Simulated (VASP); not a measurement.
Wanted: the native input for a VASP 6.6.1 run.

- Task: relaxation of cell and atoms
- Functional: RPBE
- Dispersion: D3(BJ)
- Potentials or basis: VASP PAW PBE potentials, release 64 (Ge_d)
- Cutoff: 600 eV
- k mesh: 10 × 10 × 6
- Occupations: fermi-dirac, width 0.05 eV
- Spin: no spin polarisation
- Dipole correction: no
- Further INCAR settings: ALGO = Normal; EDIFF = 1e-06; IBRION = 2; EDIFFG = -0.01; NSW = 60; ISIF = 3

The structure of Ge lies in POSCAR:

```
Ge
1.0
    1.4880529250     -2.5946896100      0.0000000000
    1.4880529250      2.5946896100      0.0000000000
    0.0000000000      0.0000000000      4.7275957900
Ge
2
Direct
    0.3334466300      0.6665533700      0.2500000000
    0.6665533700      0.3334466300      0.7500000000
```

This isn't the form of Ge at room conditions, which is diamond.

These files were run (other wordings do the same):

INCAR

```
PREC = Accurate
ENCUT = 600
EDIFF = 1E-6
ISMEAR = -1
SIGMA = 0.05
LREAL = F
LASPH = T
NELM = 60
ALGO = Normal
ISIF = 3
LWAVE = F
LCHARG = F
GGA = RP
IVDW = 12
IBRION = 2
NSW = 60
EDIFFG = -0.01
```

KPOINTS

```
regular mesh
0
Gamma
  10 10 6
```

Potentials or basis: VASP PAW PBE potentials, release 64 (Ge_d).

Launch:

```sh
$ cat potpaw_PBE.64/Ge_d/POTCAR > POTCAR
$ mpirun -np 1 vasp_std > vasp.out
```

Results of the run:

The relaxed volume is 15.39 Å³/atom, the relaxed cell is a = 2.807 Å, b = 2.807 Å, c = 4.583 Å, α = 90.00°, β = 90.00°, γ = 121.52° and the space group after relaxing (to 0.1 Å) is Cmcm (No. 63). The energy gained by relaxing is 160.7 meV/atom. The ionic steps are 39. The pressure after relaxing is -0.1 GPa and the largest force after relaxing is 0.007 eV/Å. The band gap on the k mesh is zero (bands 14 and 15 overlap by 10.74 eV) and the dispersion energy per atom is -2.249 eV.

Caveat: the volume moved by over 15 % at a fixed basis, so the end points are rough; the dispersion term is far too large for a dense solid, which distorts pressure and volume; the PAW data sets were made with another functional, which shifts forces and pressure a little.

It took 31 min on 1 thread of Intel Xeon 8259CL, with other jobs on the host, peak memory 0.24 GiB.
